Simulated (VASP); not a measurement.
# GaP (kscan) (F-43m) in VASP: phonons with r2SCAN

Aim: the phonons of GaP (kscan) with r2SCAN.

Everything below comes from runs of VASP 6.6.1. Logs are shortened: lines on timing, memory, paths and dates and some standing lists are left out, and cuts for length are marked.

### Step 1. The cell of the first run

It takes space group F-43m (No. 216, cubic). The conventional cell has a = 5.452 Å, b = 5.452 Å, c = 5.452 Å, α = 90.00°, β = 90.00°, γ = 90.00°. Within 3.1 Å of Ga (site symmetry -43m) lie 4 P at 2.36 Å. P (site symmetry -43m) has 4 Ga at 2.36 Å within 3.1 Å.

### Step 2. Phonons, r2SCAN

Input file INCAR:

```
SYSTEM = GaP
PREC = Accurate
ENCUT = 520
EDIFF = 1E-8
ISMEAR = 0
SIGMA = 0.01
LREAL = .False.
LASPH = .True.
NELM = 80
ALGO = Normal
ISIF = 2
LWAVE = .False.
LCHARG = .False.
METAGGA = R2SCAN
LMIXTAU = .True.
IBRION = 6
NFREE = 2
POTIM = 0.015
NSW = 1
```

Input file KPOINTS:

```
regular mesh
0
Gamma
  8 8 8
  0 0 0
```

Input file POSCAR:

```
GaP
1.0
    0.0000000000      2.7258124900      2.7258124900
    2.7258124900      0.0000000000      2.7258124900
    2.7258124900      2.7258124900      0.0000000000
Ga P
1 1
Direct
    0.0000000000      0.0000000000      0.0000000000
    0.7500000000      0.7500000000      0.7500000000
```

Potentials or basis: VASP PAW PBE potentials, release 64 (Ga_d, P).

Run with:

```console
$ cat potpaw_PBE.64/Ga_d/POTCAR potpaw_PBE.64/P/POTCAR > POTCAR
$ mpirun -np 1 vasp_std > vasp.out
```

OUTCAR:

```text
SYSTEM = GaP
   PREC = Accurate
   ENCUT = 520
   EDIFF = 1E-8
   ISMEAR = 0
   LREAL = .False.
   LASPH = .True.
   NELM = 80
   ISIF = 2
   METAGGA = R2SCAN
   IBRION = 6
   NFREE = 2
   POTIM = 0.015
   NSW = 1

 ion  position               nearest neighbor table
   1  0.000  0.000  0.000-   2 2.36   2 2.36   2 2.36   2 2.36
   2  0.750  0.750  0.750-   1 2.36   1 2.36   1 2.36   1 2.36

  LATTYP: Found a face centered cubic cell.
 ALAT       =     5.4516249800

  Lattice vectors:

 A1 = (   0.0000000000,   2.7258124900,   2.7258124900)
 A2 = (   2.7258124900,   0.0000000000,   2.7258124900)
 A3 = (   2.7258124900,   2.7258124900,   0.0000000000)

Analysis of symmetry for initial positions (statically):
=====================================================================
 Subroutine PRICEL returns:
 Original cell was already a primitive cell.

 Routine SETGRP: Setting up the symmetry group for a
 face centered cubic supercell.

 Subroutine GETGRP returns: Found 24 space group operations
 (whereof 24 operations were pure point group operations)
 out of a pool of 48 trial point group operations.

The static configuration has the point symmetry T_d .

Analysis of symmetry for dynamics (positions and initial velocities):
=====================================================================
 Subroutine PRICEL returns:
 Original cell was already a primitive cell.

 Routine SETGRP: Setting up the symmetry group for a
 face centered cubic supercell.

 Subroutine GETGRP returns: Found 24 space group operations
 (whereof 24 operations were pure point group operations)
 out of a pool of 48 trial point group operations.

The dynamic configuration has the point symmetry T_d .

 Subroutine INISYM returns: Found 24 space group operations
 (whereof 24 operations are pure point group operations),
 and found     1 'primitive' translations

----------------------------------------------------------------------------------------

                                     Primitive cell

  volume of cell :      40.5059

[... 146 lines left out ...]
  Total       -0.0184306     -0.0184306     -0.0184306     -0.0000000     -0.0000000      0.0000000
  in kB       -0.7290079     -0.7290079     -0.7290079     -0.0000000     -0.0000000      0.0000000
  external PRESSURE =      -0.7290079 kB  Pullay stress =       0.0000000 kB
[... 131 lines left out ...]
--------------------------------------- Ionic step        5  -------------------------------------------

 number of electron      17.9999989 magnetization

 Free energy of the ion-electron system (eV)
  ---------------------------------------------------
  ext. energy  EPLUGINS =         0.00000000
  ---------------------------------------------------
  free energy    TOTEN  =       -21.46192486 eV

  energy without entropy =      -21.46192486  energy(sigma->0) =      -21.46192486

 E-fermi :   4.6251     XC(G=0): -10.5459

 val. band max:        4.5025465298   @ k =   0.0000   0.0000   0.0000
 cond. band min:       6.3570236819   @ k =   0.0000   0.3750   0.3750
 fundamental gap:      1.8544771521
 Fermi energy:         4.6250660362

 k-point     1 :       0.0000    0.0000    0.0000
  band No.  band energies     occupation
      1     -10.5352      2.00000
      2     -10.5333      2.00000
      3     -10.5308      2.00000
      4     -10.4195      2.00000
      5     -10.4195      2.00000
      6      -8.5610      2.00000
      7       4.4076      2.00000
      8       4.4562      2.00000
      9       4.5025      2.00000
     10       6.7942      0.00000
     11       8.6204      0.00000
     12       8.6462      0.00000
     13       8.6745      0.00000
[... 354 lines left out ...]
  band No.  band energies     occupation
      1     -10.6332      2.00000
      2     -10.4990      2.00000
      3     -10.4872      2.00000
      4     -10.4248      2.00000
      5     -10.4117      2.00000
      6      -5.9898      2.00000
      7      -2.1237      2.00000
      8       1.1734      2.00000
      9       2.4262      2.00000
     10       8.2689      0.00000
     11       9.0769      0.00000
     12      11.3902      0.00000
     13      12.8911      0.00000

 [... further k-points ...]
[... 5 lines left out ...]
  --------------------------------------------------------------------------------------
  -------------------------------------------------------------------------------------
  Total       -0.0180564     -0.0154953     -0.0154953      0.0000000     -0.1105120      0.0000000
  in kB       -0.7142056     -0.6129059     -0.6129059      0.0000000     -4.3712154      0.0000000
  external PRESSURE =      -0.6466724 kB  Pullay stress =       0.0000000 kB
[... 17 lines left out ...]
  FREE ENERGIE OF THE ION-ELECTRON SYSTEM (eV)
  ---------------------------------------------------
  free  energy   TOTEN  =       -21.4619248613 eV

  energy  without entropy=      -21.4619248613  energy(sigma->0) =      -21.46192486

 INTERNAL STRAIN TENSORS FROM DISPLACED ATOMS
 ============================================

 INTERNAL STRAIN TENSOR FOR ION    1 for displacements in x,y,z  (eV/Angst):
          X           Y           Z          XY          YZ          ZX
  --------------------------------------------------------------------------------
  x     0.00000     0.00000     0.00000     0.00000    -7.22428     0.00000
  y    -0.00000     0.00000    -0.00000     0.00000     0.00000    -7.22428
  z     0.00000     0.00000     0.00000    -7.22428     0.00000     0.00000

 INTERNAL STRAIN TENSOR FOR ION    2 for displacements in x,y,z  (eV/Angst):
          X           Y           Z          XY          YZ          ZX
  --------------------------------------------------------------------------------
  x     0.00000     0.00000     0.00000     0.00000     7.34543     0.00000
  y     0.00000    -0.00000     0.00000     0.00000     0.00000     7.34543
  z     0.00000     0.00000     0.00000     7.34543     0.00000     0.00000

 Eigenvectors and eigenvalues of the dynamical matrix
 ----------------------------------------------------

   1 f  =   10.803308 THz    67.879186 2PiTHz  360.359567 cm-1    44.678872 meV
             X         Y         Z           dx          dy          dz
      0.000000  0.000000  0.000000     0.556236   -0.000000    0.000000
      4.088719  4.088719  4.088719    -0.831025    0.000000    0.000000
[... 21 lines left out ...]
   6 f/i=    0.021077 THz     0.132430 2PiTHz    0.703049 cm-1     0.087167 meV
             X         Y         Z           dx          dy          dz
      0.000000  0.000000  0.000000     0.736065   -0.326642   -0.205220
      4.088719  4.088719  4.088719     0.492676   -0.218634   -0.137361

 ELASTIC MODULI CONTR FROM IONIC RELAXATION (kBar)
 Direction    XX          YY          ZZ          XY          YZ          ZX
 --------------------------------------------------------------------------------
 XX          -0.0000      0.0000     -0.0000      0.0000     -0.0000     -0.0000
 YY           0.0000     -0.0000     -0.0000      0.0000      0.0000      0.0000
 ZZ          -0.0000     -0.0000     -0.0000     -0.0000      0.0000     -0.0000
 XY           0.0000      0.0000     -0.0000   -204.6173      0.0000      0.0000
 YZ          -0.0000      0.0000      0.0000      0.0000   -204.6173     -0.0000
 ZX          -0.0000      0.0000     -0.0000      0.0000     -0.0000   -204.6173
 --------------------------------------------------------------------------------
```

OSZICAR:

```text
N       E                     dE             d eps       ncg     rms          rms(c)
DAV:   1     0.683108148084E+02    0.68311E+02   -0.95586E+03   762   0.203E+03
DAV:   2    -0.173741961371E+02   -0.85685E+02   -0.82807E+02   834   0.354E+02
DAV:   3    -0.236217745788E+02   -0.62476E+01   -0.62212E+01   939   0.777E+01
[... 75 lines left out ...]
DAV:   6    -0.214619239768E+02   -0.59919E-04   -0.58134E-05  2495   0.606E-02    0.377E-03
DAV:   7    -0.214619248158E+02   -0.83895E-06   -0.19380E-06  2950   0.118E-02    0.234E-03
DAV:   8    -0.214619248164E+02   -0.59299E-09   -0.34224E-07  2775   0.637E-03    0.633E-04
DAV:   9    -0.214619248538E+02   -0.37488E-07   -0.18550E-07  2600   0.449E-03    0.258E-04
DAV:  10    -0.214619248613E+02   -0.74765E-08   -0.24644E-08  2948   0.122E-03
   5 F= -.21461925E+02 E0= -.21461925E+02  d E =-.708080E-70
```

stdout:

```text
POSCAR found type information on POSCAR GaP
 POSCAR found :  2 types and       2 ions
 scaLAPACK will be used
 -----------------------------------------------------------------------------
|                                                                             |
|                                                                             |
|     You enforced a specific xc type in the INCAR file but a different       |
|     I HOPE YOU KNOW WHAT YOU ARE DOING!                                     |
|                                                                             |
 -----------------------------------------------------------------------------

 LDA part: xc-table for (None), standard interpolation
 POSCAR, INCAR and KPOINTS ok, starting setup
 FFT: planning ... GRIDC
 FFT: planning ... GRID_SOFT
 FFT: planning ... GRID
 WAVECAR not read
 entering main loop
 Found     2 degrees of freedom:
 Finite differences POTIM= 0.01500 DOF=   2
 bond charge predicted
 Finite differences progress:
 bond charge predicted
 Finite differences progress:
 bond charge predicted
 Finite differences progress:
 bond charge predicted
 Finite differences progress:
```

Wall time 13 min (1 thread of Intel Xeon Platinum 8488C (Sapphire Rapids), shared host); peak memory 0.23 GiB.

Results:

| Item | Value |
| --- | --- |
| Highest phonon frequency at Γ, LO-TO splitting left out | 360 cm⁻¹ |

Phonon frequencies in cm⁻¹ (negative: imaginary):
```
              q point           frequencies
(0.000, 0.000, 0.000)  -1 -1 -1 360 360 360
```

Caveat: the PAW data sets were made with another functional, which shifts forces and pressure a little.
